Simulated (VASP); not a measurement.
# Si3Ag (Fm-3m) in VASP: notebook

Si3Ag is run at these levels: PBE; tasks: single point, relaxation of cell and atoms.

All numbers are computed with VASP 6.6.1; they aren't measurements. Logs are shortened: lines on timing, memory, paths and dates and some standing lists are left out, and cuts for length are marked.

## Step 1: The cell of the first run

The structure is cubic, space group Fm-3m (No. 225). Conventional cell: a = 6.429 Å, b = 6.429 Å, c = 6.429 Å, α = 90.00°, β = 90.00°, γ = 90.00°. Si (site symmetry m-3m) has 8 Si at 2.78 Å and 6 Ag at 3.21 Å within 3.7 Å. Si (site symmetry -43m) has 10 Si at 2.78 to 3.21 Å and 4 Ag at 2.78 Å within 3.7 Å. Within 3.7 Å of Ag (site symmetry m-3m) lie 14 Si at 2.78 to 3.21 Å.

The cell was built from a structure type or drawn by symmetry, and may not be a known phase.

## Step 2: Single point, PBE

File INCAR:

```
PREC = Accurate ; ENCUT = 520
EDIFF = 1E-7 ; ISMEAR = 0
SIGMA = 0.1 ; LREAL = False
LASPH = True ; NELM = 80
ALGO = Normal ; ISIF = 2
LWAVE = False ; LCHARG = False
GGA = PE ; NBANDS = 20
```

File KPOINTS:

```
Automatic mesh
0
Gamma
  4 4 4
```

File POSCAR:

```
Si3Ag
1.0
    0.0000000000      3.2143275510      3.2143275510
    3.2143275510      0.0000000000      3.2143275510
    3.2143275510      3.2143275510      0.0000000000
Si Ag
3 1
Direct
    0.5000000000      0.5000000000      0.5000000000
    0.2500000000      0.2500000000      0.2500000000
    0.7500000000      0.7500000000      0.7500000000
    0.0000000000      0.0000000000      0.0000000000
```

Potentials or basis: VASP PAW PBE potentials, release 64 (Si, Ag).

On the command line:

```sh
$ cat potpaw_PBE.64/Si/POTCAR potpaw_PBE.64/Ag/POTCAR > POTCAR
$ mpirun -np 1 vasp_std > vasp.out
```

OUTCAR:

```text
PREC = Accurate
   ENCUT = 520
   EDIFF = 1E-7
   ISMEAR = 0
   LREAL = False
   LASPH = True
   NELM = 80
   ISIF = 2
   GGA = PE

 ion  position               nearest neighbor table
   1  0.500  0.500  0.500-   2 2.78   2 2.78   2 2.78   2 2.78   3 2.78   3 2.78   3 2.78   3 2.78
                             4 3.21   4 3.21   4 3.21   4 3.21   4 3.21   4 3.21
   2  0.250  0.250  0.250-   4 2.78   4 2.78   4 2.78   1 2.78   4 2.78   1 2.78   1 2.78   1 2.78

   3  0.750  0.750  0.750-   1 2.78   1 2.78   1 2.78   1 2.78   4 2.78   4 2.78   4 2.78   4 2.78

   4  0.000  0.000  0.000-   3 2.78   3 2.78   3 2.78   2 2.78   3 2.78   2 2.78   2 2.78   2 2.78
                             1 3.21   1 3.21   1 3.21   1 3.21   1 3.21   1 3.21

  LATTYP: Found a face centered cubic cell.
 ALAT       =     6.4286551020

  Lattice vectors:

 A1 = (   0.0000000000,   3.2143275510,   3.2143275510)
 A2 = (   3.2143275510,   0.0000000000,   3.2143275510)
 A3 = (   3.2143275510,   3.2143275510,   0.0000000000)

Analysis of symmetry for initial positions (statically):
=====================================================================
 Subroutine PRICEL returns:
 Original cell was already a primitive cell.

 Routine SETGRP: Setting up the symmetry group for a
 face centered cubic supercell.

 Subroutine GETGRP returns: Found 48 space group operations
 (whereof 48 operations were pure point group operations)
 out of a pool of 48 trial point group operations.

The static configuration has the point symmetry O_h .

Analysis of symmetry for dynamics (positions and initial velocities):
=====================================================================
 Subroutine PRICEL returns:
 Original cell was already a primitive cell.

 Routine SETGRP: Setting up the symmetry group for a
 face centered cubic supercell.

 Subroutine GETGRP returns: Found 48 space group operations
 (whereof 48 operations were pure point group operations)
 out of a pool of 48 trial point group operations.

The dynamic configuration has the point symmetry O_h .

 Subroutine INISYM returns: Found 48 space group operations
 (whereof 48 operations are pure point group operations),
 and found     1 'primitive' translations

----------------------------------------------------------------------------------------

                                     Primitive cell

  volume of cell :      66.4202

  direct lattice vectors                    reciprocal lattice vectors
     0.000000000  3.214327551  3.214327551    -0.155553531  0.155553531  0.155553531
     3.214327551  0.000000000  3.214327551     0.155553531 -0.155553531  0.155553531
     3.214327551  3.214327551  0.000000000     0.155553531  0.155553531 -0.155553531

  length of vectors
     4.545745617  4.545745617  4.545745617     0.269426619  0.269426619  0.269426619

  position of ions in fractional coordinates (direct lattice)
     0.500000000  0.500000000  0.500000000
     0.250000000  0.250000000  0.250000000
     0.750000000  0.750000000  0.750000000
     0.000000000  0.000000000  0.000000000

  ion indices of the primitive-cell ions
   primitive index   ion index
                 1           1
                 2           2
                 3           3
                 4           4

----------------------------------------------------------------------------------------

 KPOINTS: Automatic mesh

Automatic generation of k-mesh.
 Grid dimensions read from file:
 generate k-points for:    4    4    4

 Generating k-lattice:

  Cartesian coordinates                     Fractional coordinates (reciprocal lattice)
    -0.038888383  0.038888383  0.038888383     0.250000000  0.000000000  0.000000000
     0.038888383 -0.038888383  0.038888383     0.000000000  0.250000000  0.000000000
     0.038888383  0.038888383 -0.038888383     0.000000000  0.000000000  0.250000000

  Length of vectors
     0.067356655  0.067356655  0.067356655

  Shift w.r.t. Gamma in fractional coordinates (k-lattice)
     0.000000000  0.000000000  0.000000000

 Subroutine IBZKPT returns following result:
 ===========================================

 Found      8 irreducible k-points:

 Following reciprocal coordinates:
            Coordinates               Weight
  0.000000  0.000000  0.000000      1.000000
  0.250000  0.000000  0.000000      8.000000
  0.500000  0.000000  0.000000      4.000000
  0.250000  0.250000  0.000000      6.000000
  0.500000  0.250000  0.000000     24.000000
 -0.250000  0.250000  0.000000     12.000000
  0.500000  0.500000  0.000000      3.000000
 -0.250000  0.500000  0.250000      6.000000
   k-points           NKPTS =      8   k-points in BZ     NKDIM =      8   number of bands    NBANDS=     20
   number of dos      NEDOS =    301   number of ions     NIONS =      4
   total plane-waves  NPLWV =  46656
   dimension x,y,z NGX =    36 NGY =   36 NGZ =   36
   dimension x,y,z NGXF=    72 NGYF=   72 NGZF=   72
   ions per type =               3   1
   NGX,Y,Z   is equivalent  to a cutoff of  13.17, 13.17, 13.17 a.u.
   NGXF,Y,Z  is equivalent  to a cutoff of  26.33, 26.33, 26.33 a.u.
 SYSTEM =  unknown system
   PREC   = accura    normal or accurate (medium, high low for compatibility)
   ISTART =      0    job   : 0-new  1-cont  2-samecut
   ICHARG =      2    charge: 1-file 2-atom 10-const
   ISPIN  =      1    spin polarized calculation?
   LNONCOLLINEAR =      F non collinear calculations
   LSORBIT =      F    spin-orbit coupling
   LASPH  =      T    aspherical Exc in radial PAW
   ENCUT  =  520.0 eV  38.22 Ry    6.18 a.u.   8.45  8.45  8.45*2*pi/ulx,y,z
   NELM   =     80;   NELMIN=  2; NELMDL= -5     # of ELM steps
   EDIFF  = 0.1E-06   stopping-criterion for ELM
   LREAL  =      F    real-space projection
   EDIFFG = 0.1E-05   stopping-criterion for IOM
   NSW    =      0    number of steps for IOM
   IBRION =     -1    ionic relax: 0-MD 1-quasi-New 2-CG
   NFREE  =      0    steps in history (QN), initial steepest desc. (CG)
   ISIF   =      2    stress and relaxation
   ISYM   =      2    0-nonsym 1-usesym 2-fastsym
   POTIM  = 0.5000    time-step for ionic-motion
   TEBEG  =    0.0;   TEEND  =   0.0 temperature during run
   PSTRESS=    0.0 pullay stress
   NELECT =      23.0000    total number of electrons
   NUPDOWN=      -1.0000    fix difference up-down
   EMIN   =  10.00;   EMAX   =-10.00  energy-range for DOS
   EFERMI =   0.00;   METHOD = LEGACY
   ISMEAR =     0;   SIGMA  =   0.10  broadening in eV -4-tet -1-fermi 0-gaus
   EFERMI_NEDOS =   21; number of points for ismear=-14 and -15
   IALGO  =     38    algorithm
   IMIX   =      4    mixing-type and parameters
     AMIX     =   0.40;   BMIX     =  1.00
     AMIX_MAG =   1.60;   BMIX_MAG =  1.00
  volume/ion in A,a.u.               =      16.61       112.06
  Fermi-wavevector in a.u.,A,eV,Ry     =   1.149610  2.172448 17.981512  1.321604
  Thomas-Fermi vector in A             =   2.286279
   LORBIT       =      0    0 simple, 1 ext, 2 COOP (PROOUT), +10 PAW based schemes
   GGA     = PE    functional components
   LHFCALC =     F    Hartree Fock is set to
   AEXX    =    0.0000 exact exchange contribution
   IVDW    =     0    specifies the selected vdW correction
   LEPSILON=     F    determine dielectric tensor
   LRPA    =     F    only Hartree local field effects (RPA)
 non-spin polarized calculation
 Gauss-broadening in eV      SIGMA  =   0.10
  energy-cutoff  :      520.00
  volume of cell :       66.42
 maximum number of plane-waves:      1812
 NGX is ok and might be reduce to    36
   NGX = 17   NGY = 17   NGZ = 17

 number of electron      22.9999996 magnetization

 Free energy of the ion-electron system (eV)
  ---------------------------------------------------
  ext. energy  EPLUGINS =         0.00000000
  ---------------------------------------------------
  free energy    TOTEN  =       -16.62970028 eV

  energy without entropy =      -16.62582966  energy(sigma->0) =      -16.62776497

 E-fermi :   8.4778     XC(G=0): -11.0816

 val. band max:        8.4025508009   @ k =  -0.2500   0.5000   0.2500
 cond. band min:       8.9607176364   @ k =   0.5000   0.2500   0.0000
 fundamental gap:      0.5581668354
 Fermi energy:         8.4778177548

 k-point     1 :       0.0000    0.0000    0.0000
  band No.  band energies     occupation
      1      -3.8005      2.00000
      2       2.6359      2.00000
      3       2.6359      2.00000
      4       2.6359      2.00000
      5       3.4298      2.00000
      6       3.4298      2.00000
[... 12 lines left out ...]
     19      13.4673      0.00000
     20      14.2264      0.00000

 k-point     2 :       0.2500    0.0000    0.0000
  band No.  band energies     occupation
      1      -3.1530      2.00000
      2       1.2572      2.00000
      3       2.7134      2.00000
      4       2.7134      2.00000
      5       3.3284      2.00000
      6       3.3284      2.00000
[... 12 lines left out ...]
     19      15.7881      0.00000
     20      16.4504      0.00000

 k-point     3 :       0.5000    0.0000    0.0000
  band No.  band energies     occupation
      1      -1.5985      2.00000
      2      -0.9409      2.00000
      3       2.6492      2.00000
      4       2.6492      2.00000
      5       3.4646      2.00000
      6       3.4646      2.00000
[... 12 lines left out ...]
     19      13.8284      0.00000
     20      16.4643      0.00000

 k-point     4 :       0.2500    0.2500    0.0000
  band No.  band energies     occupation
      1      -2.9384      2.00000
      2       1.5222      2.00000
      3       2.2885      2.00000
      4       2.7576      2.00000
      5       2.7576      2.00000
      6       3.5189      2.00000
[... 12 lines left out ...]
     19      15.1903      0.00000
     20      17.0793      0.00000

 k-point     5 :       0.5000    0.2500    0.0000
  band No.  band energies     occupation
      1      -1.5433      2.00000
      2       0.0008      2.00000
      3       1.2689      2.00000
      4       2.8613      2.00000
      5       3.1749      2.00000
      6       3.4729      2.00000
[... 12 lines left out ...]
     19      15.4607      0.00000
     20      17.0696      0.00000

 k-point     6 :      -0.2500    0.2500    0.0000
  band No.  band energies     occupation
      1      -2.1245      2.00000
      2       0.5787      2.00000
      3       1.2749      2.00000
      4       2.9814      2.00000
      5       3.0578      2.00000
      6       3.4793      2.00000
[... 12 lines left out ...]
     19      16.1771      0.00000
     20      17.5213      0.00000

 k-point     7 :       0.5000    0.5000    0.0000
  band No.  band energies     occupation
      1      -0.5931      2.00000
      2      -0.5337      2.00000
      3       0.8624      2.00000
      4       3.3915      2.00000
      5       3.3915      2.00000
      6       3.6098      2.00000
[... 12 lines left out ...]
     19      15.3939      0.00000
     20      17.8471      0.00000

 k-point     8 :      -0.2500    0.5000    0.2500
  band No.  band energies     occupation
      1      -0.2964      2.00000
      2      -0.0124      2.00000
      3      -0.0124      2.00000
      4       2.1809      2.00000
      5       3.3933      2.00000
      6       3.5250      2.00000
[... 12 lines left out ...]
     19      16.4026      0.00000
     20      16.7628      0.00000

------------------------ aborting loop because EDIFF is reached ----------------------------------------

  FORCE on cell =-STRESS in cart. coord.  units (eV):
  Direction    XX          YY          ZZ          XY          YZ          ZX
  --------------------------------------------------------------------------------------
  -------------------------------------------------------------------------------------
  Total       -0.1302569     -0.1302569     -0.1302569     -0.0000000     -0.0000000      0.0000000
  in kB       -3.1420334     -3.1420334     -3.1420334     -0.0000000     -0.0000000      0.0000000
  external PRESSURE =      -3.1420334 kB  Pullay stress =       0.0000000 kB

 VOLUME and BASIS-vectors are now :
 -----------------------------------------------------------------------------
  energy-cutoff  :      520.00
  volume of cell :       66.42
      direct lattice vectors                 reciprocal lattice vectors
     0.000000000  3.214327551  3.214327551    -0.155553531  0.155553531  0.155553531
     3.214327551  0.000000000  3.214327551     0.155553531 -0.155553531  0.155553531
     3.214327551  3.214327551  0.000000000     0.155553531  0.155553531 -0.155553531

 POSITION                                       TOTAL-FORCE (eV/Angst)
 -----------------------------------------------------------------------------------
      3.21433      3.21433      3.21433         0.000000     -0.000000     -0.000000
      1.60716      1.60716      1.60716         0.000000      0.000000      0.000000
      4.82149      4.82149      4.82149        -0.000000     -0.000000     -0.000000
      0.00000      0.00000      0.00000         0.000000     -0.000000     -0.000000
 -----------------------------------------------------------------------------------
    total drift:                               -0.000000      0.000000      0.000000

  FREE ENERGIE OF THE ION-ELECTRON SYSTEM (eV)
  ---------------------------------------------------
  free  energy   TOTEN  =       -16.6297002819 eV

  energy  without entropy=      -16.6258296616  energy(sigma->0) =      -16.62776497
```

It took 23 s on 1 thread of Intel Xeon Platinum 8488C (Sapphire Rapids), shared host; peak memory 0.2 GiB.

What came out:

```
Free energy            : -16.6297 eV
Pressure               : -0.3 GPa
Band gap on the k mesh : zero (an odd number of electrons rules out a gap without spin polarisation)
```

Caveat: the k points lie up to 0.42 Å⁻¹ apart, too coarse for converged energies and pressures of a metal.

(Part 1 of 2 ends here.)
